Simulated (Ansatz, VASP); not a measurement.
# One calculation of InGa3P4, two programs

File POSCAR:

```
InGa3P4
1.0
    5.5664661521      0.0000000000      0.0000000000
    0.0000000000      5.5664661521      0.0000000000
    0.0000000000      0.0000000000      5.5664661521
Ga P In
3 4 1
Direct
    0.5000000000      0.0000000000      0.0000000000
    0.0000000000      0.5000000000      0.0000000000
    0.0000000000      0.0000000000      0.5000000000
    0.7602244760      0.2397755240      0.2397755240
    0.2397755240      0.7602244760      0.2397755240
    0.2397755240      0.2397755240      0.7602244760
    0.7602244760      0.7602244760      0.7602244760
    0.5000000000      0.5000000000      0.5000000000
```

The input INCAR.step1:

```
SYSTEM = InGa3P4
ALGO = Normal ; EDIFF = 1E-4
ENCUT = 520 ; GGA = PE
ISMEAR = 0 ; LASPH = .TRUE.
LCHARG = .FALSE. ; LREAL = .FALSE.
LWAVE = .TRUE. ; NBANDS = 46
NELM = 100 ; PREC = Accurate
SIGMA = 0.01
```

Contents of INCAR.step2:

```
SYSTEM = InGa3P4
ALGO = Normal ; EDIFF = 1E-7
ENCUT = 520 ; ISIF = 2
ISMEAR = 0 ; ISTART = 1
LASPH = .TRUE. ; LCHARG = .FALSE.
LMIXTAU = .TRUE. ; LREAL = .FALSE.
LWAVE = .FALSE. ; METAGGA = R2SCAN
NBANDS = 46 ; NELM = 100
PREC = Accurate ; SIGMA = 0.01
```

Contents of KPOINTS:

```
k-points
0
G
  6 6 6
  0 0 0
```

Input for Ansatz:

```yaml
crystal:
  lattice:
    - [5.5664661521, 0.0, 0.0]
    - [0.0, 5.5664661521, 0.0]
    - [0.0, 0.0, 5.5664661521]
  atoms:
    - { symbol: Ga, position: [0.5, 0.0, 0.0] }
    - { symbol: P, position: [0.760224476, 0.239775524, 0.239775524] }
    - { symbol: Ga, position: [0.0, 0.5, 0.0] }
    - { symbol: P, position: [0.239775524, 0.760224476, 0.239775524] }
    - { symbol: Ga, position: [0.0, 0.0, 0.5] }
    - { symbol: P, position: [0.239775524, 0.239775524, 0.760224476] }
    - { symbol: In, position: [0.5, 0.5, 0.5] }
    - { symbol: P, position: [0.760224476, 0.760224476, 0.760224476] }
kpoints:
  mp_grid: { grid: [6, 6, 6] }
  band_path:
    path: [[0.0, 0.0, 0.0], [0.0, 0.5, 0.0], [0.5, 0.5, 0.0], [0.5, 0.5, 0.5]]
    npoints: 1
hamiltonian:
  xc: r2scan
scf:
  occupations: { method: fixed }
  n_extra_bands: 6
output:
  forces: true
  stress: true
  eigenvalues: true
```

Alike in both runs: task single point; functional r2SCAN; k mesh 6 × 6 × 6; no spin polarisation.

|  | VASP | Ansatz |
| --- | --- | --- |
| version | VASP 6.6.1 | Ansatz 0.2.0 |
| potentials or method | VASP PAW PBE potentials, release 64 (Ga_d, P, In_d) | plane waves, PAW |
| plane-wave cutoff (eV) | 520 | 500 |
| occupations | gaussian, width 0.01 eV | fixed |
| valence electrons in the cell | 72 | 72 |

Ansatz gave:

| Item | Value |
| --- | --- |
| gap on the k mesh at the Fermi level (eV) | 1.60 |
| pressure (GPa) | 0.0 |
| rms of the force components (eV/Å) | 0.000 |

Q: Estimate VASP's values.

A: gap on the k mesh at the Fermi level (eV): 1.59; pressure (GPa): -0.1; rms of the force components (eV/Å): 0.004.

VASP's potentials were made for PBE, not for r2SCAN.
